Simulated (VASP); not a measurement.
Ti: single point with PBEsol

Crystal: Ti.

```
CELL_PARAMETERS angstrom
4.54200 0.00000 0.00000
-2.27100 3.93349 0.00000
0.00000 0.00000 2.93820
ATOMIC_POSITIONS crystal
Ti 0.00000 0.00000 0.00000
Ti 0.33333 0.66667 0.50000
Ti 0.66667 0.33333 0.50000
```

```yaml
Program: VASP 6.6.1
Task: single point
Functional: PBEsol
Potentials_or_basis: VASP PAW PBE potentials, release 64 (Ti_sv)
Cutoff: 520 eV
k_mesh: 12 × 12 × 14
Occupations: gaussian, width 0.15 eV
Spin: no spin polarisation
Dipole_correction: no
Further_INCAR_settings: ALGO = Fast; EDIFF = 1e-06; NBANDS = 25
```

```
Pressure               : -6.8 GPa
Band gap on the k mesh : zero (band 18 reaches 8.34 eV, above the bottom of band 19 at 7.92 eV)
```

Stress tensor (GPa, compression positive):
```
 -4.30   0.00   0.00
  0.00  -4.30   0.00
  0.00   0.00 -11.65
```

Levels at points of the mesh, in eV from the Fermi level:
```
           k point  band 14  band 15  band 16  band 17  band 18  band 19  band 20  band 21  band 22  band 23
(0.00, 0.00, 0.00)    -1.95    -0.66    -0.66    -0.55    -0.55     0.19     0.88     1.28     1.28     1.52
(0.50, 0.00, 0.00)    -3.51    -2.57    -0.41    -0.29    -0.27     0.14     0.67     0.70     1.25     1.60
(0.00, 0.00, 0.50)    -2.03    -2.03    -1.97    -1.59    -1.59     1.14     1.14     1.17     1.17     2.89
(0.50, 0.00, 0.50)    -2.12    -1.60    -1.13    -0.82    -0.74     0.37     0.70     0.74     0.96     2.16
```

Run time: 4.1 min on 1 thread of Intel(R) Xeon(R) 6975P-C (Granite Rapids), on a shared host, peak memory 0.28 GiB.

Caveat: the PAW data sets were made with another functional, which shifts forces and pressure a little.
